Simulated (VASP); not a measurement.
Sb, 3 atoms in the cell. The structure is hexagonal, space group P6/mmm (No. 191). Conventional cell: a = 4.798 Å, b = 4.798 Å, c = 2.826 Å, α = 90.00°, β = 90.00°, γ = 120.00°. Within 3.7 Å of Sb (site symmetry 6/mmm) lie 14 Sb at 2.83 to 3.11 Å. Sb (site symmetry -6m2) has 11 Sb at 2.77 to 3.11 Å within 3.7 Å. 

```yaml
Program: VASP 6.6.1
Task: relaxation of shape and atoms at fixed volume
Functional: PBE
Potentials_or_basis: VASP PAW PBE potentials, release 64 (Sb)
Cutoff: 600 eV
k_mesh: 7 × 7 × 9
Occupations: fermi-dirac, width 0.1 eV
Spin: no spin polarisation
Dipole_correction: no
Further_INCAR_settings: ALGO = Normal; EDIFF = 1e-07; IBRION = 2; EDIFFG = -0.005; NSW = 50; ISIF = 4
```

Potentials or basis: VASP PAW PBE potentials, release 64 (Sb).

Command:

```bash
$ cat potpaw_PBE.64/Sb/POTCAR > POTCAR
$ mpirun -np 1 vasp_std > vasp.out
```

Hardware: 1 thread of Intel(R) Xeon(R) Platinum 8259CL CPU @ 2.50GHz (Skylake/Cascade Lake), with other jobs on the host.

How long does it take, and how much memory?

Run time: 33 s on 1 thread of Intel(R) Xeon(R) Platinum 8259CL CPU @ 2.50GHz (Skylake/Cascade Lake), on a shared host, peak memory 0.2 GiB. Counts: scf iterations 19, k points 40, ion steps 2.
